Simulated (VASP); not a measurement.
# BaTiO3 (Amm2) in VASP: a series of runs

The runs below take BaTiO3 through single point, with PBE.

All numbers are computed with VASP 6.6.1; they aren't measurements. Logs are shortened: lines on timing, memory, paths and dates and some standing lists are left out, and cuts for length are marked.

**1. The cell of the first run**

It takes space group Amm2 (No. 38, orthorhombic). Conventional cell: a = 4.019 Å, b = 5.684 Å, c = 5.684 Å, α = 90.00°, β = 90.00°, γ = 90.00°. Ba (site symmetry mm2) has 12 O at 2.66 to 3.02 Å and 8 Ti at 3.48 Å within 3.5 Å. Within 2.7 Å of Ti (site symmetry mm2) lie 6 O at 2.01 to 2.02 Å. O (site symmetry mm2) has 2 Ti at 2.02 Å and 4 Ba at 2.66 to 3.02 Å and 8 O at 2.76 to 2.94 Å within 3.1 Å. Within 3.0 Å of O (site symmetry m) lie 2 Ti at 2.01 Å and 8 O at 2.76 to 2.94 Å and 4 Ba at 2.84 Å.

**2. Single point, PBE (atom 3 (O) moved +0.180 Å towards its neighbour atom 1 (Ba) at 2.842 Å)**

Contents of INCAR:

```
SYSTEM = BaTiO3
ALGO = Normal
EDIFF = 1E-6
ENCUT = 520
GGA = PE
ISIF = 2
ISMEAR = 0
LASPH = .TRUE.
LCHARG = .TRUE.
LELF = .TRUE.
LREAL = .FALSE.
LVHAR = .TRUE.
LWAVE = .FALSE.
NBANDS = 28
NELM = 60
PREC = Accurate
SIGMA = 0.05
```

Contents of KPOINTS:

```
k-points
0
G
  8 8 8
  0 0 0
```

Contents of POSCAR:

```
BaTiO3
1.0
    4.0192501416      0.0000000000      0.0000000000
    0.0000000000      4.0192501416      0.0000000000
    0.0000000000      0.0000000000      4.0192501416
Ba Ti O
1 1 3
Direct
    0.5000000000      0.5000000000      0.5000000000
    0.0000000000      0.0000000000      0.0000000000
    0.5000000000     -0.0316674046     -0.0316674046
    0.0000000000      0.5000000000      0.0000000000
    0.0000000000      0.0000000000      0.5000000000
```

Potentials or basis: VASP PAW PBE potentials, release 64 (Ba_sv, Ti_sv, O).

The run is started by

```sh
$ cat potpaw_PBE.64/Ba_sv/POTCAR potpaw_PBE.64/Ti_sv/POTCAR potpaw_PBE.64/O/POTCAR > POTCAR
$ mpirun -np 1 vasp_std > vasp.out
```

OUTCAR:

```text
SYSTEM = BaTiO3
   EDIFF = 1E-6
   ENCUT = 520
   GGA = PE
   ISIF = 2
   ISMEAR = 0
   LASPH = .TRUE.
   LREAL = .FALSE.
   NELM = 60
   PREC = Accurate

 ion  position               nearest neighbor table
   1  0.500  0.500  0.500-   3 2.66   4 2.84   5 2.84   4 2.84   5 2.84   4 2.84   5 2.84   4 2.84
                             5 2.84   3 2.85   3 2.85   3 3.02   2 3.48   2 3.48   2 3.48   2 3.48
   2  0.000  0.000  0.000-   4 2.01   5 2.01   5 2.01   4 2.01   3 2.02   3 2.02   1 3.48   1 3.48
                             1 3.48   1 3.48   1 3.48   1 3.48   1 3.48   1 3.48
   3  0.500  0.968  0.968-   2 2.02   2 2.02   1 2.66   1 2.85   1 2.85   1 3.02
   4  0.000  0.500  0.000-   2 2.01   2 2.01   1 2.84   1 2.84   1 2.84   1 2.84
   5  0.000  0.000  0.500-   2 2.01   2 2.01   1 2.84   1 2.84   1 2.84   1 2.84

  LATTYP: Found a simple cubic cell.
 ALAT       =     4.0192501416

  Lattice vectors:

 A1 = (   4.0192501416,   0.0000000000,   0.0000000000)
 A2 = (   0.0000000000,   4.0192501416,   0.0000000000)
 A3 = (   0.0000000000,   0.0000000000,   4.0192501416)

Analysis of symmetry for initial positions (statically):
=====================================================================
 Subroutine PRICEL returns:
 Original cell was already a primitive cell.

 Routine SETGRP: Setting up the symmetry group for a
 simple cubic supercell.

 Subroutine GETGRP returns: Found  4 space group operations
 (whereof  4 operations were pure point group operations)
 out of a pool of 48 trial point group operations.

The static configuration has the point symmetry C_2v.

Analysis of symmetry for dynamics (positions and initial velocities):
=====================================================================
 Subroutine PRICEL returns:
 Original cell was already a primitive cell.

 Routine SETGRP: Setting up the symmetry group for a
 simple cubic supercell.

 Subroutine GETGRP returns: Found  4 space group operations
 (whereof  4 operations were pure point group operations)
 out of a pool of 48 trial point group operations.

The dynamic configuration has the point symmetry C_2v.

 Subroutine INISYM returns: Found  4 space group operations
 (whereof  4 operations are pure point group operations),
 and found     1 'primitive' translations

----------------------------------------------------------------------------------------

                                     Primitive cell

  volume of cell :      64.9285

  direct lattice vectors                    reciprocal lattice vectors
     4.019250142  0.000000000  0.000000000     0.248802629  0.000000000  0.000000000
     0.000000000  4.019250142  0.000000000     0.000000000  0.248802629  0.000000000
     0.000000000  0.000000000  4.019250142     0.000000000  0.000000000  0.248802629

  length of vectors
     4.019250142  4.019250142  4.019250142     0.248802629  0.248802629  0.248802629

  position of ions in fractional coordinates (direct lattice)
     0.500000000  0.500000000  0.500000000
     0.000000000  0.000000000  0.000000000
     0.500000000  0.968332595  0.968332595
     0.000000000  0.500000000  0.000000000
     0.000000000  0.000000000  0.500000000

  ion indices of the primitive-cell ions
   primitive index   ion index
                 1           1
                 2           2
                 3           3
                 4           4
                 5           5

----------------------------------------------------------------------------------------

 KPOINTS: k-points

Automatic generation of k-mesh.
 Grid dimensions read from file:
 generate k-points for:    8    8    8

 Generating k-lattice:

  Cartesian coordinates                     Fractional coordinates (reciprocal lattice)
     0.031100329  0.000000000  0.000000000     0.125000000  0.000000000  0.000000000
     0.000000000  0.031100329  0.000000000     0.000000000  0.125000000  0.000000000
     0.000000000  0.000000000  0.031100329     0.000000000  0.000000000  0.125000000

  Length of vectors
     0.031100329  0.031100329  0.031100329

  Shift w.r.t. Gamma in fractional coordinates (k-lattice)
     0.000000000  0.000000000  0.000000000

 Subroutine IBZKPT returns following result:
 ===========================================

 Found    105 irreducible k-points:

 Following reciprocal coordinates:
            Coordinates               Weight
  0.000000  0.000000  0.000000      1.000000
  0.125000  0.000000  0.000000      2.000000
  0.000000  0.125000  0.000000      4.000000
  0.250000  0.000000  0.000000      2.000000
  0.000000  0.250000  0.000000      4.000000
  0.375000  0.000000  0.000000      2.000000
[... 16 lines left out ...]
  0.125000  0.000000  0.500000      4.000000
  0.250000  0.250000  0.000000      8.000000
 [... further k-points ...]
   k-points           NKPTS =    105   k-points in BZ     NKDIM =    105   number of bands    NBANDS=     28
   number of dos      NEDOS =    301   number of ions     NIONS =      5
   total plane-waves  NPLWV =  27000
   dimension x,y,z NGX =    30 NGY =   30 NGZ =   30
   dimension x,y,z NGXF=    60 NGYF=   60 NGZF=   60
   ions per type =               1   1   3
   NGX,Y,Z   is equivalent  to a cutoff of  12.41, 12.41, 12.41 a.u.
   NGXF,Y,Z  is equivalent  to a cutoff of  24.82, 24.82, 24.82 a.u.
 SYSTEM =  BaTiO3
   PREC   = accura    normal or accurate (medium, high low for compatibility)
   ISTART =      0    job   : 0-new  1-cont  2-samecut
   ICHARG =      2    charge: 1-file 2-atom 10-const
   ISPIN  =      1    spin polarized calculation?
   LNONCOLLINEAR =      F non collinear calculations
   LSORBIT =      F    spin-orbit coupling
   LASPH  =      T    aspherical Exc in radial PAW
   ENCUT  =  520.0 eV  38.22 Ry    6.18 a.u.   7.47  7.47  7.47*2*pi/ulx,y,z
   NELM   =     60;   NELMIN=  2; NELMDL= -5     # of ELM steps
   EDIFF  = 0.1E-05   stopping-criterion for ELM
   LREAL  =      F    real-space projection
   EDIFFG = 0.1E-04   stopping-criterion for IOM
   NSW    =      0    number of steps for IOM
   IBRION =     -1    ionic relax: 0-MD 1-quasi-New 2-CG
   NFREE  =      0    steps in history (QN), initial steepest desc. (CG)
   ISIF   =      2    stress and relaxation
   ISYM   =      2    0-nonsym 1-usesym 2-fastsym
   POTIM  = 0.5000    time-step for ionic-motion
   TEBEG  =    0.0;   TEEND  =   0.0 temperature during run
   PSTRESS=    0.0 pullay stress
   NELECT =      40.0000    total number of electrons
   NUPDOWN=      -1.0000    fix difference up-down
   EMIN   =  10.00;   EMAX   =-10.00  energy-range for DOS
   EFERMI =   0.00;   METHOD = LEGACY
   ISMEAR =     0;   SIGMA  =   0.05  broadening in eV -4-tet -1-fermi 0-gaus
   EFERMI_NEDOS =   21; number of points for ismear=-14 and -15
   IALGO  =     38    algorithm
   IMIX   =      4    mixing-type and parameters
     AMIX     =   0.40;   BMIX     =  1.00
     AMIX_MAG =   1.60;   BMIX_MAG =  1.00
  volume/ion in A,a.u.               =      12.99        87.63
  Fermi-wavevector in a.u.,A,eV,Ry     =   1.392996  2.632380 26.401250  1.940437
  Thomas-Fermi vector in A             =   2.516685
   LORBIT       =      0    0 simple, 1 ext, 2 COOP (PROOUT), +10 PAW based schemes
   GGA     = PE    functional components
   LHFCALC =     F    Hartree Fock is set to
   AEXX    =    0.0000 exact exchange contribution
   IVDW    =     0    specifies the selected vdW correction
   LEPSILON=     F    determine dielectric tensor
   LRPA    =     F    only Hartree local field effects (RPA)
 non-spin polarized calculation
 Gauss-broadening in eV      SIGMA  =   0.05
  energy-cutoff  :      520.00
  volume of cell :       64.93
 maximum number of plane-waves:      1775
 NGX is ok and might be reduce to    30
   NGX = 15   NGY = 15   NGZ = 15

 number of electron      39.9999976 magnetization

 Free energy of the ion-electron system (eV)
  ---------------------------------------------------
  ext. energy  EPLUGINS =         0.00000000
  ---------------------------------------------------
  free energy    TOTEN  =       -39.89098697 eV

  energy without entropy =      -39.89098697  energy(sigma->0) =      -39.89098697

 E-fermi :   3.9877     XC(G=0): -11.1932

 val. band max:        3.7618447230   @ k =   0.5000   0.5000   0.5000
 cond. band min:       5.4479750596   @ k =   0.0000   0.0000   0.0000
 fundamental gap:      1.6861303366
 Fermi energy:         3.9877088260

 k-point     1 :       0.0000    0.0000    0.0000
  band No.  band energies     occupation
      1     -52.9689      2.00000
      2     -29.1731      2.00000
      3     -29.1720      2.00000
      4     -29.1708      2.00000
      5     -21.0849      2.00000
      6     -13.1327      2.00000
[... 20 lines left out ...]
     27       8.8628      0.00000
     28      10.9322      0.00000

 k-point     2 :       0.1250    0.0000    0.0000
  band No.  band energies     occupation
      1     -52.9688      2.00000
      2     -29.1791      2.00000
      3     -29.1728      2.00000
      4     -29.1705      2.00000
      5     -21.0688      2.00000
      6     -13.1400      2.00000
[... 20 lines left out ...]
     27       9.1475      0.00000
     28      11.3014      0.00000

 k-point     3 :       0.0000    0.1250    0.0000
  band No.  band energies     occupation
      1     -52.9688      2.00000
      2     -29.1794      2.00000
      3     -29.1717      2.00000
      4     -29.1716      2.00000
      5     -21.0687      2.00000
      6     -13.1392      2.00000
[... 20 lines left out ...]
     27       9.1572      0.00000
     28      11.3019      0.00000

 k-point     4 :       0.2500    0.0000    0.0000
  band No.  band energies     occupation
      1     -52.9684      2.00000
      2     -29.1959      2.00000
      3     -29.1722      2.00000
      4     -29.1699      2.00000
      5     -21.0295      2.00000
      6     -13.1971      2.00000
[... 578 lines left out ...]
     27      11.5487      0.00000
     28      12.1280      0.00000

 k-point    23 :       0.1250    0.0000    0.5000
  band No.  band energies     occupation
      1     -52.9678      2.00000
      2     -29.2205      2.00000
      3     -29.1770      2.00000
      4     -29.1698      2.00000
      5     -20.9611      2.00000
      6     -13.2754      2.00000
[... 20 lines left out ...]
     27      11.5554      0.00000
     28      12.1280      0.00000

 k-point    24 :       0.2500    0.2500    0.0000
  band No.  band energies     occupation
      1     -52.9680      2.00000
      2     -29.1959      2.00000
      3     -29.1941      2.00000
      4     -29.1701      2.00000
      5     -20.9830      2.00000
      6     -13.0951      2.00000
[... 20 lines left out ...]
     27      10.9556      0.00000
     28      12.2033      0.00000

 [... further k-points ...]

------------------------ aborting loop because EDIFF is reached ----------------------------------------

  FORCE on cell =-STRESS in cart. coord.  units (eV):
  Direction    XX          YY          ZZ          XY          YZ          ZX
  --------------------------------------------------------------------------------------
  -------------------------------------------------------------------------------------
  Total        0.6333447      0.8274870      0.8274870      0.0000000      0.1033498      0.0000000
  in kB       15.6284395     20.4191033     20.4191033      0.0000000      2.5502646      0.0000000
  external PRESSURE =      18.8222153 kB  Pullay stress =       0.0000000 kB

 VOLUME and BASIS-vectors are now :
 -----------------------------------------------------------------------------
  energy-cutoff  :      520.00
  volume of cell :       64.93
      direct lattice vectors                 reciprocal lattice vectors
     4.019250142  0.000000000  0.000000000     0.248802629  0.000000000  0.000000000
     0.000000000  4.019250142  0.000000000     0.000000000  0.248802629  0.000000000
     0.000000000  0.000000000  4.019250142     0.000000000  0.000000000  0.248802629

 POSITION                                       TOTAL-FORCE (eV/Angst)
 -----------------------------------------------------------------------------------
      2.00963      2.00963      2.00963         0.000000     -0.142466     -0.142466
      0.00000      0.00000      0.00000         0.000000     -0.096639     -0.096639
      2.00963      3.89197      3.89197         0.000000      0.730590      0.730590
      0.00000      2.00963      0.00000         0.000000     -0.566962      0.075478
      0.00000      0.00000      2.00963         0.000000      0.075478     -0.566962
 -----------------------------------------------------------------------------------
    total drift:                                0.000000      0.000049      0.000050

  FREE ENERGIE OF THE ION-ELECTRON SYSTEM (eV)
  ---------------------------------------------------
  free  energy   TOTEN  =       -39.8909869737 eV

  energy  without entropy=      -39.8909869737  energy(sigma->0) =      -39.89098697
```

Run time: 1.8 min. Hardware: 1 thread of Intel Xeon Platinum 8488C (Sapphire Rapids), shared host; peak memory 0.31 GiB.

Results:

```
Free energy            : -39.8910 eV
Pressure               : 1.9 GPa
Largest force          : 1.033 eV/Å
Band gap on the k mesh : 1.69 eV (least direct gap 1.88 eV)
```

Forces on the atoms (eV/Å):
```
Ba   0.000 -0.142 -0.142
Ti   0.000 -0.097 -0.097
O    0.000  0.731  0.731
O    0.000 -0.567  0.075
O    0.000  0.075 -0.567
```

Stress tensor (GPa, compression positive):
```
1.56 0.00 0.00
0.00 2.04 0.26
0.00 0.26 2.04
```

Caveat: the cell differs from its parent crystal (atom 3 (O) moved +0.180 Å towards its neighbour atom 1 (Ba) at 2.842 Å); spin-orbit coupling is left out, which moves the levels of the heavy elements; forces of over 1 eV/Å act on the atoms, so gaps and moduli don't describe the material at rest. A k mesh can miss the band edges.

**3. Single point, PBE (atom 3 (O) moved +0.140 Å towards its neighbour atom 1 (Ba) at 2.842 Å)**

Contents of INCAR:

```
SYSTEM = BaTiO3
PREC = Accurate ; ENCUT = 520
EDIFF = 1E-6 ; ISMEAR = 0
SIGMA = 0.05 ; LREAL = .FALSE.
LASPH = .TRUE. ; NELM = 100
ALGO = Normal ; ISIF = 2
LWAVE = .FALSE. ; LCHARG = .FALSE.
GGA = PE ; NBANDS = 28
```

Contents of KPOINTS:

```
Automatic mesh
0
G
  8 8 8
  0 0 0
```

POSCAR: that of step 2 with these lines changed.

```diff
@@ -10,3 +10,3 @@
     0.0000000000      0.0000000000      0.0000000000
-    0.5000000000     -0.0316674046     -0.0316674046
+    0.5000000000     -0.0246302036     -0.0246302036
     0.0000000000      0.5000000000      0.0000000000
```

Potentials or basis: VASP PAW PBE potentials, release 64 (Ba_sv, Ti_sv, O).

The run is started by

```sh
$ cat potpaw_PBE.64/Ba_sv/POTCAR potpaw_PBE.64/Ti_sv/POTCAR potpaw_PBE.64/O/POTCAR > POTCAR
$ mpirun -np 1 vasp_std > vasp.out
```

OUTCAR:

```text
SYSTEM = BaTiO3
   PREC = Accurate
   ENCUT = 520
   EDIFF = 1E-6
   ISMEAR = 0
   LREAL = .FALSE.
   LASPH = .TRUE.
   NELM = 100
   ISIF = 2
   GGA = PE

 ion  position               nearest neighbor table
   1  0.500  0.500  0.500-   3 2.70   4 2.84   5 2.84   4 2.84   5 2.84   4 2.84   5 2.84   4 2.84
                             5 2.84   3 2.85   3 2.85   3 2.98   2 3.48   2 3.48   2 3.48   2 3.48
   2  0.000  0.000  0.000-   4 2.01   5 2.01   5 2.01   4 2.01   3 2.01   3 2.01   1 3.48   1 3.48
                             1 3.48   1 3.48   1 3.48   1 3.48   1 3.48   1 3.48
[... 952 lines left out ...]
  -------------------------------------------------------------------------------------
  Total        0.6515422      0.7711410      0.7711410     -0.0000000      0.0607216      0.0000000
  in kB       16.0774813     19.0287055     19.0287055     -0.0000000      1.4983686      0.0000000
  external PRESSURE =      18.0449641 kB  Pullay stress =       0.0000000 kB

 VOLUME and BASIS-vectors are now :
 -----------------------------------------------------------------------------
  energy-cutoff  :      520.00
  volume of cell :       64.93
      direct lattice vectors                 reciprocal lattice vectors
     4.019250142  0.000000000  0.000000000     0.248802629  0.000000000  0.000000000
     0.000000000  4.019250142  0.000000000     0.000000000  0.248802629  0.000000000
     0.000000000  0.000000000  4.019250142     0.000000000  0.000000000  0.248802629

 POSITION                                       TOTAL-FORCE (eV/Angst)
 -----------------------------------------------------------------------------------
      2.00963      2.00963      2.00963         0.000000     -0.100605     -0.100605
      0.00000      0.00000      0.00000         0.000000     -0.072019     -0.072019
      2.00963      3.92026      3.92026         0.000000      0.557768      0.557768
      0.00000      2.00963      0.00000         0.000000     -0.444255      0.059110
      0.00000      0.00000      2.00963         0.000000      0.059110     -0.444255
 -----------------------------------------------------------------------------------
    total drift:                                0.000000      0.000225      0.000224

  FREE ENERGIE OF THE ION-ELECTRON SYSTEM (eV)
  ---------------------------------------------------
  free  energy   TOTEN  =       -39.9273915335 eV

  energy  without entropy=      -39.9273915335  energy(sigma->0) =      -39.92739153
```

OSZICAR:

```text
N       E                     dE             d eps       ncg     rms          rms(c)
DAV:   1     0.424722803348E+03    0.42472E+03   -0.20445E+04  5880   0.152E+03
DAV:   2    -0.845696057318E+01   -0.43318E+03   -0.41240E+03  6800   0.414E+02
DAV:   3    -0.489969242763E+02   -0.40540E+02   -0.40139E+02  6836   0.132E+02
DAV:   4    -0.510066649992E+02   -0.20097E+01   -0.20062E+01  9352   0.262E+01
DAV:   5    -0.510391836274E+02   -0.32519E-01   -0.32507E-01  7484   0.324E+00    0.226E+01
DAV:   6    -0.401548504376E+02    0.10884E+02   -0.58042E+01  8400   0.657E+01    0.992E+00
DAV:   7    -0.401124631657E+02    0.42387E-01   -0.10512E+01  7860   0.234E+01    0.655E+00
DAV:   8    -0.399284547624E+02    0.18401E+00   -0.60687E-01  7116   0.681E+00    0.356E+00
DAV:   9    -0.399630289035E+02   -0.34574E-01   -0.42210E-01  8500   0.559E+00    0.174E+00
DAV:  10    -0.399325037335E+02    0.30525E-01   -0.20165E-01  6952   0.447E+00    0.592E-01
DAV:  11    -0.399274537824E+02    0.50500E-02   -0.22994E-02  7236   0.949E-01    0.177E-01
DAV:  12    -0.399276434857E+02   -0.18970E-03   -0.27486E-03  7312   0.487E-01    0.133E-01
DAV:  13    -0.399273914879E+02    0.25200E-03   -0.82155E-04  7348   0.293E-01    0.300E-02
DAV:  14    -0.399273907285E+02    0.75943E-06   -0.31303E-05  7792   0.394E-02    0.140E-02
DAV:  15    -0.399273915335E+02   -0.80508E-06   -0.69159E-06  7100   0.169E-02
   1 F= -.39927392E+02 E0= -.39927392E+02  d E =-.179952E-13
```

It took 1.7 min on 1 thread of Intel Xeon Platinum 8488C (Sapphire Rapids), shared host; peak memory 0.31 GiB.

What came out:

* Free energy: -39.9274 eV
* Pressure: 1.8 GPa
* Largest force: 0.789 eV/Å
* Band gap on the k mesh: 1.70 eV (least direct gap 1.88 eV)

Forces on the atoms (eV/Å):
```
Ba   0.000 -0.101 -0.101
Ti   0.000 -0.072 -0.072
O    0.000  0.558  0.558
O    0.000 -0.444  0.059
O    0.000  0.059 -0.444
```

Stress tensor (GPa, compression positive):
```
1.61 0.00 0.00
0.00 1.90 0.15
0.00 0.15 1.90
```

Levels at points of the mesh, in eV from the valence-band top:
```csv
k point,band 16,band 17,band 18,band 19,band 20,band 21,band 22,band 23,band 24,band 25
"(0.00, 0.00, 0.00)",-1.10,-1.09,-0.24,-0.20,-0.18,1.70,1.72,1.85,3.80,3.83
"(0.50, 0.00, 0.00)",-1.96,-1.78,-1.61,-0.73,-0.73,1.85,3.30,3.37,3.80,5.70
"(0.00, 0.50, 0.00)",-1.90,-1.84,-1.83,-0.74,-0.72,1.91,3.40,3.42,3.82,5.79
"(0.50, 0.50, 0.00)",-2.63,-1.74,-0.90,-0.89,-0.10,3.36,3.41,3.79,4.62,7.42
"(0.00, 0.50, 0.50)",-2.67,-1.61,-0.90,-0.88,-0.11,3.41,3.45,3.82,4.65,7.51
"(0.50, 0.50, 0.50)",-2.42,-2.37,-0.04,-0.02,0.00,3.99,4.03,4.06,6.55,6.66
```

Caveat: the cell differs from its parent crystal (atom 3 (O) moved +0.140 Å towards its neighbour atom 1 (Ba) at 2.842 Å); spin-orbit coupling is left out, which moves the levels of the heavy elements.
